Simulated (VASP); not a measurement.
Wanted: the native input for a VASP 6.6.1 run.

| Quantity | Value |
| --- | --- |
| Task | relaxation of cell and atoms |
| Functional | PBE |
| Potentials or basis | VASP PAW PBE potentials, release 64 (Zr_sv, Re) |
| Cutoff | 600 eV |
| k mesh | 6 × 6 × 4 |
| Occupations | gaussian, width 0.1 eV |
| Spin | no spin polarisation |
| Dipole correction | no |
| Further INCAR settings | ALGO = Fast; EDIFF = 1e-06; IBRION = 2; EDIFFG = -0.04; NSW = 90; ISIF = 3 |

The structure of ZrRe3 lies in POSCAR:

```
ZrRe3
1.0
    5.5733431638      0.0000000000      0.0000000000
   -2.7866715819      4.8266567638      0.0000000000
    0.0000000000      0.0000000000      4.4734678130
Zr Re
2 6
Direct
    0.3333333333      0.6666666667      0.2500000000
    0.6666666667      0.3333333333      0.7500000000
    0.8330000000      0.6660000000      0.2500000000
    0.1670000000      0.8330000000      0.7500000000
    0.3340000000      0.1670000000      0.2500000000
    0.1670000000      0.3340000000      0.7500000000
    0.8330000000      0.1670000000      0.2500000000
    0.6660000000      0.8330000000      0.7500000000
```

These files were run (other wordings do the same):

INCAR

```
SYSTEM = ZrRe3
  ALGO = Fast
  EDIFF = 1E-6
  EDIFFG = -0.04
  ENCUT = 600
  GGA = PE
  IBRION = 2
  ISIF = 3
  ISMEAR = 0
  LASPH = .TRUE.
  LCHARG = .FALSE.
  LREAL = .FALSE.
  LWAVE = .FALSE.
  NELM = 60
  NSW = 90
  PREC = Accurate
  SIGMA = 0.1
```

KPOINTS

```
k-points
0
G
  6 6 4
  0 0 0
```

Potentials or basis: VASP PAW PBE potentials, release 64 (Zr_sv, Re).

Launch:

```sh
$ cat potpaw_PBE.64/Zr_sv/POTCAR potpaw_PBE.64/Re/POTCAR > POTCAR
$ mpirun -np 1 vasp_std > vasp.out
```

It gave:

The relaxed volume is 16.55 Å³/atom, the relaxed cell is a = 5.650 Å, b = 5.650 Å, c = 4.790 Å, α = 90.00°, β = 90.00°, γ = 120.00° and the space group after relaxing (to 0.1 Å) is P6_3/mmc (No. 194). The pressure after relaxing is 0.0 GPa, the largest force after relaxing is 0.010 eV/Å and the band gap on the k mesh is zero (bands 33 and 34 overlap by 1.43 eV).

Caveat: spin-orbit coupling is left out, which moves the levels of the heavy elements.

It took 51 min on 1 thread of AMD EPYC 9R45 96-Core Processor (Zen 5) (shared host), peak memory 0.33 GiB.
